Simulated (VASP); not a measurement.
# NiO (Fm-3m) in VASP: a series of runs

Runs on NiO. Level: r2SCAN. Tasks: single point.

Program: VASP 6.6.1. These are calculated values, not measurements. Logs are shortened: lines on timing, memory, paths and dates and some standing lists are left out, and cuts for length are marked.

**1. The cell of the first run**

It takes space group Fm-3m (No. 225, cubic). Conventional cell: a = 4.162 Å, b = 4.162 Å, c = 4.162 Å, α = 90.00°, β = 90.00°, γ = 90.00°. Within 2.8 Å of Ni (site symmetry m-3m) lie 6 O at 2.08 Å. Within 2.8 Å of O (site symmetry m-3m) lie 6 Ni at 2.08 Å.

**2. Single point, r2SCAN**

POSCAR

```
NiO
1.0
    0.0000000000      2.0808300000      2.0808300000
    2.0808300000      0.0000000000      2.0808300000
    2.0808300000      2.0808300000      0.0000000000
Ni O
1 1
Direct
    0.0000000000      0.0000000000      0.0000000000
    0.5000000000      0.5000000000      0.5000000000
```

INCAR.step1

```
SYSTEM = NiO
PREC     = Accurate       ! precision mode
ENCUT    = 660            ! plane-wave cutoff, eV
ISMEAR   = -1             ! smearing method
SIGMA    = 0.1            ! smearing width, eV
LREAL    = .FALSE.        ! projectors in reciprocal space
LASPH    = .TRUE.         ! aspherical terms in the spheres
NELM     = 120            ! most SCF steps
NBANDS   = 15             ! bands
GGA      = PE             ! functional
ALGO     = Normal         ! electronic algorithm
EDIFF    = 1E-5           ! SCF threshold, eV
LWAVE    = .TRUE.         ! write WAVECAR
LCHARG   = .FALSE.        ! write CHGCAR
GGA_COMPAT= .FALSE.
```

INCAR.step2

```
SYSTEM = NiO
PREC     = Accurate       ! precision mode
ENCUT    = 660            ! plane-wave cutoff, eV
EDIFF    = 1E-6           ! SCF threshold, eV
ISMEAR   = -1             ! smearing method
SIGMA    = 0.1            ! smearing width, eV
LREAL    = .FALSE.        ! projectors in reciprocal space
LASPH    = .TRUE.         ! aspherical terms in the spheres
NELM     = 120            ! most SCF steps
ALGO     = Normal         ! electronic algorithm
ISIF     = 2              ! what is computed and relaxed
LWAVE    = .FALSE.        ! write WAVECAR
LCHARG   = .TRUE.         ! write CHGCAR
METAGGA  = R2SCAN         ! meta-GGA
LMIXTAU  = .TRUE.       
LELF     = .TRUE.         ! ELF
LVHAR    = .TRUE.       
NBANDS   = 15             ! bands
ISTART   = 1            
GGA_COMPAT= .FALSE.
```

KPOINTS

```
regular mesh
0
G
  2 2 2
  0 0 0
```

Potentials or basis: VASP PAW PBE potentials, release 64 (Ni, O).

Launch:

```bash
> cat potpaw_PBE.64/Ni/POTCAR potpaw_PBE.64/O/POTCAR > POTCAR
> cp INCAR.step1 INCAR
> mpirun -np 1 vasp_std > vasp.out
> cp INCAR.step2 INCAR
> mpirun -np 1 vasp_std > vasp.out
```

OUTCAR:

```text
SYSTEM = NiO
   PREC = Accurate
   ENCUT = 660
   EDIFF = 1E-6
   ISMEAR = -1
   LREAL = .FALSE.
   LASPH = .TRUE.
   NELM = 120
   ISIF = 2
   METAGGA = R2SCAN
   ISTART = 1

 ion  position               nearest neighbor table
   1  0.000  0.000  0.000-   2 2.08   2 2.08   2 2.08   2 2.08   2 2.08   2 2.08
   2  0.500  0.500  0.500-   1 2.08   1 2.08   1 2.08   1 2.08   1 2.08   1 2.08

  LATTYP: Found a face centered cubic cell.
 ALAT       =     4.1616600000

  Lattice vectors:

 A1 = (   0.0000000000,   2.0808300000,   2.0808300000)
 A2 = (   2.0808300000,   0.0000000000,   2.0808300000)
 A3 = (   2.0808300000,   2.0808300000,   0.0000000000)

Analysis of symmetry for initial positions (statically):
=====================================================================
 Subroutine PRICEL returns:
 Original cell was already a primitive cell.

 Routine SETGRP: Setting up the symmetry group for a
 face centered cubic supercell.

 Subroutine GETGRP returns: Found 48 space group operations
 (whereof 48 operations were pure point group operations)
 out of a pool of 48 trial point group operations.

The static configuration has the point symmetry O_h .

Analysis of symmetry for dynamics (positions and initial velocities):
=====================================================================
 Subroutine PRICEL returns:
 Original cell was already a primitive cell.

 Routine SETGRP: Setting up the symmetry group for a
 face centered cubic supercell.

 Subroutine GETGRP returns: Found 48 space group operations
 (whereof 48 operations were pure point group operations)
 out of a pool of 48 trial point group operations.

The dynamic configuration has the point symmetry O_h .

 Subroutine INISYM returns: Found 48 space group operations
 (whereof 48 operations are pure point group operations),
 and found     1 'primitive' translations

----------------------------------------------------------------------------------------

                                     Primitive cell

  volume of cell :      18.0194

  direct lattice vectors                    reciprocal lattice vectors
     0.000000000  2.080830000  2.080830000    -0.240288731  0.240288731  0.240288731
     2.080830000  0.000000000  2.080830000     0.240288731 -0.240288731  0.240288731
     2.080830000  2.080830000  0.000000000     0.240288731  0.240288731 -0.240288731

  length of vectors
     2.942738007  2.942738007  2.942738007     0.416192290  0.416192290  0.416192290

  position of ions in fractional coordinates (direct lattice)
     0.000000000  0.000000000  0.000000000
     0.500000000  0.500000000  0.500000000

  ion indices of the primitive-cell ions
   primitive index   ion index
                 1           1
                 2           2

----------------------------------------------------------------------------------------

 KPOINTS: regular mesh

Automatic generation of k-mesh.
 Grid dimensions read from file:
 generate k-points for:    2    2    2

 Generating k-lattice:

  Cartesian coordinates                     Fractional coordinates (reciprocal lattice)
    -0.120144365  0.120144365  0.120144365     0.500000000  0.000000000  0.000000000
     0.120144365 -0.120144365  0.120144365     0.000000000  0.500000000  0.000000000
     0.120144365  0.120144365 -0.120144365     0.000000000  0.000000000  0.500000000

  Length of vectors
     0.208096145  0.208096145  0.208096145

  Shift w.r.t. Gamma in fractional coordinates (k-lattice)
     0.000000000  0.000000000  0.000000000

 Subroutine IBZKPT returns following result:
 ===========================================

 Found      3 irreducible k-points:

 Following reciprocal coordinates:
            Coordinates               Weight
  0.000000  0.000000  0.000000      1.000000
  0.500000  0.000000  0.000000      4.000000
  0.500000  0.500000  0.000000      3.000000
   k-points           NKPTS =      3   k-points in BZ     NKDIM =      3   number of bands    NBANDS=     15
   number of dos      NEDOS =    301   number of ions     NIONS =      2
   total plane-waves  NPLWV =  21952
   dimension x,y,z NGX =    28 NGY =   28 NGZ =   28
   dimension x,y,z NGXF=    56 NGYF=   56 NGZF=   56
   ions per type =               1   1
   NGX,Y,Z   is equivalent  to a cutoff of  15.82, 15.82, 15.82 a.u.
   NGXF,Y,Z  is equivalent  to a cutoff of  31.64, 31.64, 31.64 a.u.
 SYSTEM =  NiO
   PREC   = accura    normal or accurate (medium, high low for compatibility)
   ISTART =      1    job   : 0-new  1-cont  2-samecut
   ICHARG =      0    charge: 1-file 2-atom 10-const
   ISPIN  =      1    spin polarized calculation?
   LNONCOLLINEAR =      F non collinear calculations
   LSORBIT =      F    spin-orbit coupling
   LASPH  =      T    aspherical Exc in radial PAW
   ENCUT  =  660.0 eV  48.51 Ry    6.96 a.u.   6.16  6.16  6.16*2*pi/ulx,y,z
   NELM   =    120;   NELMIN=  2; NELMDL=  0     # of ELM steps
   EDIFF  = 0.1E-05   stopping-criterion for ELM
   LREAL  =      F    real-space projection
   EDIFFG = 0.1E-04   stopping-criterion for IOM
   NSW    =      0    number of steps for IOM
   IBRION =     -1    ionic relax: 0-MD 1-quasi-New 2-CG
   NFREE  =      0    steps in history (QN), initial steepest desc. (CG)
   ISIF   =      2    stress and relaxation
   ISYM   =      2    0-nonsym 1-usesym 2-fastsym
   POTIM  = 0.5000    time-step for ionic-motion
   TEBEG  =    0.0;   TEEND  =   0.0 temperature during run
   PSTRESS=    0.0 pullay stress
   NELECT =      16.0000    total number of electrons
   NUPDOWN=      -1.0000    fix difference up-down
   EMIN   =  10.00;   EMAX   =-10.00  energy-range for DOS
   EFERMI =   0.00;   METHOD = LEGACY
   ISMEAR =    -1;   SIGMA  =   0.10  broadening in eV -4-tet -1-fermi 0-gaus
   EFERMI_NEDOS =   21; number of points for ismear=-14 and -15
   IALGO  =     38    algorithm
   IMIX   =      4    mixing-type and parameters
     AMIX     =   0.40;   BMIX     =  1.00
     AMIX_MAG =   1.60;   BMIX_MAG =  1.00
  volume/ion in A,a.u.               =       9.01        60.80
  Fermi-wavevector in a.u.,A,eV,Ry     =   1.573505  2.973494 33.686925  2.475919
  Thomas-Fermi vector in A             =   2.674780
   LORBIT       =      0    0 simple, 1 ext, 2 COOP (PROOUT), +10 PAW based schemes
   METAGGA = R2SCAN    functional components
   LHFCALC =     F    Hartree Fock is set to
   AEXX    =    0.0000 exact exchange contribution
   IVDW    =     0    specifies the selected vdW correction
   LEPSILON=     F    determine dielectric tensor
   LRPA    =     F    only Hartree local field effects (RPA)
 non-spin polarized calculation
  energy-cutoff  :      660.00
  volume of cell :       18.02
 maximum number of plane-waves:       701
 NGX is ok and might be reduce to    28
   NGX = 13   NGY = 13   NGZ = 13

 number of electron      15.9999997 magnetization

 Free energy of the ion-electron system (eV)
  ---------------------------------------------------
  ext. energy  EPLUGINS =         0.00000000
  ---------------------------------------------------
  free energy    TOTEN  =       -19.65573011 eV

  energy without entropy =      -19.65546758  energy(sigma->0) =      -19.65559884

 E-fermi :   8.5979     XC(G=0): -13.4287

 val. band max:        7.7279290463   @ k =   0.5000   0.5000   0.0000
 cond. band min:       9.5634572919   @ k =   0.5000   0.0000   0.0000
 fundamental gap:      1.8355282456
 Fermi energy:         8.5978807359

 k-point     1 :       0.0000    0.0000    0.0000
  band No.  band energies     occupation
      1     -13.8410      2.00000
      2       4.4742      2.00000
      3       4.4742      2.00000
      4       4.4742      2.00000
      5       6.0598      2.00000
      6       6.0598      2.00000
      7       6.0598      2.00000
      8       6.7730      2.00000
      9       6.7731      2.00000
     10      10.0878      0.00000
     11      26.5224      0.00000
     12      27.7832      0.00000
     13      27.7832      0.00000
     14      27.7832      0.00000
     15      31.8126      0.00000

 k-point     2 :       0.5000    0.0000    0.0000
  band No.  band energies     occupation
      1     -12.5199      2.00000
      2      -0.6032      2.00000
      3       2.2331      2.00000
      4       2.2331      2.00000
      5       6.9192      2.00000
      6       6.9192      2.00000
      7       7.2667      2.00000
      8       9.5635      0.00013
      9       9.5635      0.00013
     10      14.1663      0.00000
     11      18.8633      0.00000
     12      22.9430      0.00000
     13      22.9430      0.00000
     14      30.4567      0.00000
     15      35.1203      0.00000

 k-point     3 :       0.5000    0.5000    0.0000
  band No.  band energies     occupation
      1     -12.4578      2.00000
      2       0.5959      2.00000
      3       3.1746      2.00000
      4       3.1746      2.00000
      5       5.0878      2.00000
      6       7.1608      2.00000
      7       7.1608      2.00000
      8       7.1841      2.00000
      9       7.7279      1.99967
     10      15.0255      0.00000
     11      19.3427      0.00000
     12      20.9629      0.00000
     13      25.7967      0.00000
     14      25.7967      0.00000
     15      38.0213      0.00000

------------------------ aborting loop because EDIFF is reached ----------------------------------------

  FORCE on cell =-STRESS in cart. coord.  units (eV):
  Direction    XX          YY          ZZ          XY          YZ          ZX
  --------------------------------------------------------------------------------------
  -------------------------------------------------------------------------------------
  Total       -1.7022829     -1.7022829     -1.7022829     -0.0000000     -0.0000000     -0.0000000
  in kB     -151.3569997   -151.3569997   -151.3569997     -0.0000000     -0.0000000     -0.0000000
  external PRESSURE =    -151.3569997 kB  Pullay stress =       0.0000000 kB

 VOLUME and BASIS-vectors are now :
 -----------------------------------------------------------------------------
  energy-cutoff  :      660.00
  volume of cell :       18.02
      direct lattice vectors                 reciprocal lattice vectors
     0.000000000  2.080830000  2.080830000    -0.240288731  0.240288731  0.240288731
     2.080830000  0.000000000  2.080830000     0.240288731 -0.240288731  0.240288731
     2.080830000  2.080830000  0.000000000     0.240288731  0.240288731 -0.240288731

 POSITION                                       TOTAL-FORCE (eV/Angst)
 -----------------------------------------------------------------------------------
      0.00000      0.00000      0.00000         0.000000     -0.000000     -0.000000
      2.08083      2.08083      2.08083        -0.000000      0.000000      0.000000
 -----------------------------------------------------------------------------------
    total drift:                                0.000000      0.000000      0.000000

  FREE ENERGIE OF THE ION-ELECTRON SYSTEM (eV)
  ---------------------------------------------------
  free  energy   TOTEN  =       -19.6557301088 eV

  energy  without entropy=      -19.6554675787  energy(sigma->0) =      -19.65559884
```

It took 36 s on 1 thread of Intel Xeon 8259CL, shared host; peak memory 0.16 GiB.

Results:

```
Free energy            : -19.6557 eV
Pressure               : -15.1 GPa
Band gap on the k mesh : zero (band 8 reaches 9.56 eV, above the bottom of band 9 at 6.77 eV)
```

Caveat: the k points lie up to 1.31 Å⁻¹ apart; the PAW data sets were made with another functional, which shifts forces and pressure a little; the run has no spin polarisation, though such a crystal can be magnetic; semilocal functionals often make such compounds metallic where correlation or magnetic order opens a gap, which also shifts bond lengths. Spin polarisation is off, so any magnetic state and its effect on volume and gap are missing.

**3. Single point, r2SCAN, collinear spin, ferromagnetic start**

POSCAR is that of step 2.

INCAR.step1

```
ALGO = Normal ; EDIFF = 1E-5
ENCUT = 660 ; GGA = PE
GGA_COMPAT = F ; ISMEAR = -1
ISPIN = 2 ; LASPH = T
LCHARG = F ; LMAXMIX = 4
LREAL = F ; LWAVE = T
MAGMOM = 2 0 ; NBANDS = 19
NELM = 200 ; PREC = Accurate
SIGMA = 0.1
```

INCAR.step2

```
ALGO = Normal ; EDIFF = 1E-6
ENCUT = 660 ; GGA_COMPAT = F
ISIF = 2 ; ISMEAR = -1
ISPIN = 2 ; ISTART = 1
LASPH = T ; LCHARG = F
LMAXMIX = 4 ; LMIXTAU = T
LORBIT = 11 ; LREAL = F
LWAVE = F ; MAGMOM = 2 0
METAGGA = R2SCAN ; NBANDS = 19
NELM = 200 ; PREC = Accurate
SIGMA = 0.1
```

KPOINTS

```
k-points
0
Gamma
  2 2 2
```

Potentials or basis: VASP PAW PBE potentials, release 64 (Ni, O).

Launch:

```bash
> cat potpaw_PBE.64/Ni/POTCAR potpaw_PBE.64/O/POTCAR > POTCAR
> cp INCAR.step1 INCAR
> mpirun -np 1 vasp_std > vasp.out
> cp INCAR.step2 INCAR
> mpirun -np 1 vasp_std > vasp.out
```

It took 60 s on 1 thread of Intel Xeon 8259CL, shared host; peak memory 0.18 GiB.

The run converged. Its results:

```yaml
Free_energy: -19.6557 eV
Pressure: -15.1 GPa
Band_gap_on_the_k_mesh: zero (filled and empty bands overlap)
Net_moment: 0.00 μB per cell
Valence_electrons_inside_the_program's_atomic_spheres: Ni 9.11; O 4.98
```

Levels at points of the mesh, in eV from the Fermi level:
Spin up:
```tsv
k point	band 6	band 7	band 8	band 9	band 10	band 11	band 12	band 13
(0.00, 0.00, 0.00)	-2.54	-2.54	-1.82	-1.82	1.49	17.92	19.19	19.19
(0.50, 0.00, 0.00)	-1.68	-1.33	0.97	0.97	5.57	10.27	14.35	14.35
(0.50, 0.50, 0.00)	-1.44	-1.44	-1.41	-0.87	6.43	10.74	12.37	17.20
```
Spin down:
```
           k point  band 6  band 7  band 8  band 9  band 10  band 11  band 12  band 13
(0.00, 0.00, 0.00)   -2.54   -2.54   -1.82   -1.82     1.49    17.92    19.19    19.19
(0.50, 0.00, 0.00)   -1.68   -1.33    0.97    0.97     5.57    10.27    14.35    14.35
(0.50, 0.50, 0.00)   -1.44   -1.44   -1.41   -0.87     6.43    10.74    12.37    17.20
```

Caveat: the k points lie up to 1.31 Å⁻¹ apart; the starting moments collapsed, and a magnetic state may lie lower; the PAW data sets were made with another functional, which shifts forces and pressure a little; semilocal functionals often make such compounds metallic where correlation or magnetic order opens a gap, which also shifts bond lengths. With open d or f shells a metallic result of r2SCAN can be an artefact of self-interaction; +U or a hybrid may open a gap.
